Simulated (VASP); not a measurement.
# HfO2 (P-3m1) in VASP: a series of runs, part 2 of 2

VASP 6.6.1.

### 4 Single point, PBE+U

The input, INCAR:

```
SYSTEM = HfO2
ALGO = Normal
EDIFF = 1E-7
ENCUT = 520
GGA = PE
ISIF = 2
ISMEAR = 0
LASPH = .True.
LCHARG = .True.
LDAU = .True.
LDAUJ = 0 0
LDAUL = 2 -1
LDAUPRINT = 1
LDAUTYPE = 2
LDAUU = 8 0
LELF = .True.
LMAXMIX = 4
LREAL = .False.
LVHAR = .True.
LWAVE = .False.
NBANDS = 18
NELM = 150
PREC = Accurate
SIGMA = 0.05
```

The input, KPOINTS:

```
k-points
0
Gamma
  12 12 6
  0 0 0
```

The input, POSCAR:

```
HfO2
1.0
    3.2522111955      0.0000000000      0.0000000000
   -1.6261055978      2.8164975138      0.0000000000
    0.0000000000      0.0000000000      5.6017024625
Hf O
1 2
Direct
    0.0000000000      0.0000000000      0.0000000000
    0.3333333333      0.6666666667      0.1731211689
    0.6666666667      0.3333333333      0.8268788311
```

Potentials or basis: VASP PAW PBE potentials, release 64 (Hf_pv, O).

On the command line:

```console
> cat potpaw_PBE.64/Hf_pv/POTCAR potpaw_PBE.64/O/POTCAR > POTCAR
> mpirun -np 1 vasp_std > vasp.out
```

OUTCAR:

```text
SYSTEM = HfO2
   EDIFF = 1E-7
   ENCUT = 520
   GGA = PE
   ISIF = 2
   ISMEAR = 0
   LASPH = .True.
   LREAL = .False.
   NELM = 150
   PREC = Accurate

 ion  position               nearest neighbor table
   1  0.000  0.000  0.000-   2 2.11   3 2.11   3 2.11   2 2.11   3 2.11   2 2.11
   2  0.333  0.667  0.173-   1 2.11   1 2.11   1 2.11
   3  0.667  0.333  0.827-   1 2.11   1 2.11   1 2.11

  LATTYP: Found a hexagonal cell.
 ALAT       =     3.2522111955
 C/A-ratio  =     1.7224288725

  Lattice vectors:

 A1 = (   3.2522111955,   0.0000000000,   0.0000000000)
 A2 = (  -1.6261055978,   2.8164975138,   0.0000000000)
 A3 = (   0.0000000000,   0.0000000000,   5.6017024625)

Analysis of symmetry for initial positions (statically):
=====================================================================
 Subroutine PRICEL returns:
 Original cell was already a primitive cell.

 Routine SETGRP: Setting up the symmetry group for a
 hexagonal supercell.

 Subroutine GETGRP returns: Found 12 space group operations
 (whereof 12 operations were pure point group operations)
 out of a pool of 24 trial point group operations.

The static configuration has the point symmetry D_3d.

Analysis of symmetry for dynamics (positions and initial velocities):
=====================================================================
 Subroutine PRICEL returns:
 Original cell was already a primitive cell.

 Routine SETGRP: Setting up the symmetry group for a
 hexagonal supercell.
[... 174 lines left out ...]
  o =  0.0657  v =  0.0000  0.0000  0.0000  0.0000  0.0000  0.5826  0.3837  0.0000  0.6189  0.3612      0.0000  0.0000  0.0000  0.0000  0.0000  0.0000  0.0000  0.0000  0.0000  0.0000
  o =  0.0657  v =  0.3612 -0.6189  0.0000  0.3837 -0.5826  0.0000  0.0000  0.0000  0.0000  0.0000      0.0000  0.0000  0.0000  0.0000  0.0000  0.0000  0.0000  0.0000  0.0000  0.0000
  o =  0.0657  v =  0.0000  0.0000  0.0000  0.0000  0.0000  0.3612 -0.6189  0.0000  0.3837 -0.5826      0.0000  0.0000  0.0000  0.0000  0.0000  0.0000  0.0000  0.0000  0.0000  0.0000
  o =  0.2096  v =  0.0000  0.0000  0.0000  0.0000  0.0000 -0.6189  0.3611 -0.0000  0.5826 -0.3836      0.0000  0.0000  0.0000  0.0000  0.0000  0.0000  0.0000  0.0000  0.0000  0.0000
  o =  0.2096  v = -0.6189  0.3611 -0.0000  0.5826 -0.3836  0.0000  0.0000  0.0000  0.0000  0.0000      0.0000  0.0000  0.0000  0.0000  0.0000  0.0000  0.0000  0.0000  0.0000  0.0000
  o =  0.2096  v =  0.3836  0.5826  0.0000 -0.3611 -0.6189  0.0000  0.0000  0.0000  0.0000  0.0000      0.0000  0.0000  0.0000  0.0000  0.0000  0.0000  0.0000  0.0000  0.0000  0.0000
  o =  0.2096  v =  0.0000  0.0000  0.0000  0.0000  0.0000  0.3836  0.5826  0.0000 -0.3611 -0.6189      0.0000  0.0000  0.0000  0.0000  0.0000  0.0000  0.0000  0.0000  0.0000  0.0000

 number of electron      22.0000013 magnetization

 Free energy of the ion-electron system (eV)
  ---------------------------------------------------
  ext. energy  EPLUGINS =         0.00000000
  ---------------------------------------------------
  free energy    TOTEN  =       -25.33285091 eV

  energy without entropy =      -25.33285091  energy(sigma->0) =      -25.33285091

 E-fermi :  -0.0259     XC(G=0):  -8.8310

 val. band max:       -0.3424578663   @ k =   0.1667   0.1667   0.0000
 cond. band min:       4.7457160867   @ k =   0.0000   0.0000   0.0000
 fundamental gap:      5.0881739530
 Fermi energy:        -0.0258615946

 k-point     1 :       0.0000    0.0000    0.0000
  band No.  band energies     occupation
      1     -30.7791      2.00000
      2     -30.3447      2.00000
      3     -30.3447      2.00000
      4     -17.5323      2.00000
      5     -15.6504      2.00000
      6      -3.5009      2.00000
[... 481 lines left out ...]
      5     -15.8388      2.00000
      6      -3.4914      2.00000
[... 10 lines left out ...]
     17      11.0178      0.00000
     18      11.1016      0.00000

 [... further k-points ...]

------------------------ aborting loop because EDIFF is reached ----------------------------------------

  FORCE on cell =-STRESS in cart. coord.  units (eV):
  Direction    XX          YY          ZZ          XY          YZ          ZX
  --------------------------------------------------------------------------------------
  -------------------------------------------------------------------------------------
  Total        5.2411596      5.2411596      1.6019696     -0.0000000     -0.0000000      0.0000000
  in kB      163.6552033    163.6552033     50.0214997     -0.0000000     -0.0000000      0.0000000
  external PRESSURE =     125.7773021 kB  Pullay stress =       0.0000000 kB

 VOLUME and BASIS-vectors are now :
 -----------------------------------------------------------------------------
  energy-cutoff  :      520.00
  volume of cell :       51.31
      direct lattice vectors                 reciprocal lattice vectors
     3.252211196  0.000000000  0.000000000     0.307483106  0.177525454  0.000000000
    -1.626105598  2.816497514  0.000000000     0.000000000  0.355050908  0.000000000
     0.000000000  0.000000000  5.601702462     0.000000000  0.000000000  0.178517157

 POSITION                                       TOTAL-FORCE (eV/Angst)
 -----------------------------------------------------------------------------------
      0.00000      0.00000      0.00000         0.000000      0.000000      0.000000
     -0.00000      1.87767      0.96977         0.000000     -0.000000      0.848994
      1.62611      0.93883      4.63193        -0.000000      0.000000     -0.848994
 -----------------------------------------------------------------------------------
    total drift:                                0.000000     -0.000000      0.000000

  FREE ENERGIE OF THE ION-ELECTRON SYSTEM (eV)
  ---------------------------------------------------
  free  energy   TOTEN  =       -25.3328509068 eV

  energy  without entropy=      -25.3328509068  energy(sigma->0) =      -25.33285091
```

OSZICAR:

```text
N       E                     dE             d eps       ncg     rms          rms(c)
DAV:   1     0.115156828054E+03    0.11516E+03   -0.12126E+04  3624   0.113E+03
DAV:   2    -0.257362592744E+02   -0.14089E+03   -0.13606E+03  4512   0.287E+02
DAV:   3    -0.319362915552E+02   -0.62000E+01   -0.61806E+01  4614   0.555E+01
DAV:   4    -0.319860251431E+02   -0.49734E-01   -0.49717E-01  4738   0.555E+00
DAV:   5    -0.319866577582E+02   -0.63262E-03   -0.63256E-03  4604   0.569E-01    0.550E+01
DAV:   6    -0.254577565833E+02    0.65289E+01   -0.26251E+01  3952   0.353E+01    0.500E+01
DAV:   7    -0.253558861592E+02    0.10187E+00   -0.10611E+00  4578   0.773E+00    0.352E+01
DAV:   8    -0.253640563950E+02   -0.81702E-02   -0.42454E-01  4782   0.616E+00    0.125E+01
DAV:   9    -0.253316749797E+02    0.32381E-01   -0.10069E-01  4528   0.271E+00    0.347E+00
DAV:  10    -0.253326721336E+02   -0.99715E-03   -0.46452E-03  4766   0.542E-01    0.180E-01
DAV:  11    -0.253328076611E+02   -0.13553E-03   -0.27226E-04  4642   0.133E-01    0.167E-01
DAV:  12    -0.253328501937E+02   -0.42533E-04   -0.56028E-05  3998   0.530E-02    0.208E-02
DAV:  13    -0.253328506125E+02   -0.41884E-06   -0.37901E-06  4930   0.138E-02    0.668E-03
DAV:  14    -0.253328510299E+02   -0.41732E-06   -0.34092E-07  4192   0.490E-03    0.141E-02
DAV:  15    -0.253328509176E+02    0.11225E-06   -0.33631E-08  3646   0.143E-03    0.350E-04
DAV:  16    -0.253328509068E+02    0.10796E-07   -0.53512E-09  2440   0.646E-04
   1 F= -.25332851E+02 E0= -.25332851E+02  d E =-.778928E-21
```

It took 2.7 min on 1 thread of AMD EPYC 7R13, shared host; peak memory 0.2 GiB.

What came out:

* Free energy: -25.3329 eV
* Pressure: 12.6 GPa
* Largest force: 0.849 eV/Å
* Band gap on the k mesh: 5.09 eV, indirect (least direct gap 5.44 eV)

Forces in eV/Å, atoms in the order of the input:
```
Hf   0.000  0.000  0.000
O    0.000  0.000  0.849
O    0.000  0.000 -0.849
```

Eigenvalues of the final occupation matrices:
```tsv
site	spin	trace	eigenvalues
site 1 d	1	0.61	0.06 0.07 0.07 0.21 0.21
site 1 d	2	0.61	0.06 0.07 0.07 0.21 0.21
```

Caveat: spin-orbit coupling is left out, which moves the levels of the heavy elements. A k mesh can miss the band edges.

### 5 Single point, PBE+U

The input, INCAR:

```
PREC     = Accurate       # precision mode
ENCUT    = 520            # plane-wave cutoff, eV
EDIFF    = 1E-7           # SCF threshold, eV
ISMEAR   = 0              # smearing method
SIGMA    = 0.05           # smearing width, eV
LREAL    = F              # projectors in reciprocal space
LASPH    = T              # aspherical terms in the spheres
NELM     = 150            # most SCF steps
ALGO     = Normal         # electronic algorithm
ISIF     = 2              # what is computed and relaxed
LWAVE    = F              # write WAVECAR
LCHARG   = F              # write CHGCAR
LMAXMIX  = 4              # l up to which the mixer works
LDAU     = T              # DFT+U
LDAUTYPE = 2            
LDAUL    = 2 -1           # shell
LDAUU    = 5 0            # U, eV
LDAUJ    = 0 0          
LDAUPRINT= 1            
GGA      = PE             # functional
NBANDS   = 18             # bands
```

The input, KPOINTS:

```
regular mesh
0
Gamma
  12 12 6
```

POSCAR is that of step 4.

On the command line:

```console
> cat potpaw_PBE.64/Hf_pv/POTCAR potpaw_PBE.64/O/POTCAR > POTCAR
> mpirun -np 1 vasp_std > vasp.out
```

Wall time 2.6 min (1 thread of AMD EPYC 7R13, shared host); peak memory 0.2 GiB.

It converged, with:

- Free energy: -26.9259 eV
- Pressure: 7.0 GPa
- Largest force: 0.442 eV/Å
- Band gap on the k mesh: 5.14 eV, indirect (least direct gap 5.47 eV)

Forces on the atoms (eV/Å):
```
Hf   0.000  0.000  0.000
O    0.000  0.000  0.442
O    0.000  0.000 -0.442
```

Stress tensor (GPa, compression positive):
```
9.15 0.00 0.00
0.00 9.15 0.00
0.00 0.00 2.56
```

Levels at points of the mesh, in eV from the valence-band top:
```tsv
k point	band 8	band 9	band 10	band 11	band 12	band 13	band 14	band 15
(0.00, 0.00, 0.00)	-3.10	-0.46	-0.33	-0.33	5.14	6.19	6.19	8.36
(0.50, 0.00, 0.00)	-1.90	-1.16	-1.11	-0.53	5.49	6.80	8.25	10.14
(0.00, 0.00, 0.50)	-2.86	-0.89	-0.33	-0.33	6.09	6.17	6.17	7.65
(0.50, 0.00, 0.50)	-1.99	-1.11	-1.09	-0.38	5.59	7.02	8.24	9.88
```

Eigenvalues of the final occupation matrices:
```tsv
site	spin	trace	eigenvalues
site 1 d	1	0.66	0.07 0.08 0.08 0.22 0.22
site 1 d	2	0.66	0.07 0.08 0.08 0.22 0.22
```

Caveat: spin-orbit coupling is left out, which moves the levels of the heavy elements. A k mesh can miss the band edges.

### 6 The runs side by side

| level | U | k mesh | gap on the mesh (eV) | pressure (GPa) | largest force (eV/Å) |
| --- | --- | --- | --- | --- | --- |
| r2SCAN | - | 12 × 12 × 6 | 5.29 | -5.6 | 0.55 |
| PBE | - | 14 × 14 × 8 | 4.77 | -2.0 | 0.20 |
| PBE+U | Hf d U = 8.0 eV | 12 × 12 × 6 | 5.09 | 12.6 | 0.85 |
| PBE+U | Hf d U = 5.0 eV | 12 × 12 × 6 | 5.14 | 7.0 | 0.44 |

Alike in all rows: task single point; potentials or basis VASP PAW PBE potentials, release 64 (Hf_pv, O); no spin polarisation; cell a = 3.252, b = 3.252, c = 5.602 Å, angles 90.0, 90.0, 120.0°, 3 atoms; cutoff (eV) 520; smearing gaussian 0.05 eV.

On the cell as given the gap runs from 4.77 eV (PBE) to 5.29 eV (r2SCAN); the meshes differ, which moves gaps too. The pressure there spans -5.6 GPa (r2SCAN) to 12.6 GPa (PBE+U); a positive pressure means that this level wants a larger cell, a negative one a smaller.

Caveats: spin-orbit coupling is left out, which moves the levels of the heavy elements; the PAW data sets were made with another functional, which shifts forces and pressure a little (some runs).

Absolute energies hang on the potentials; compare differences alone.
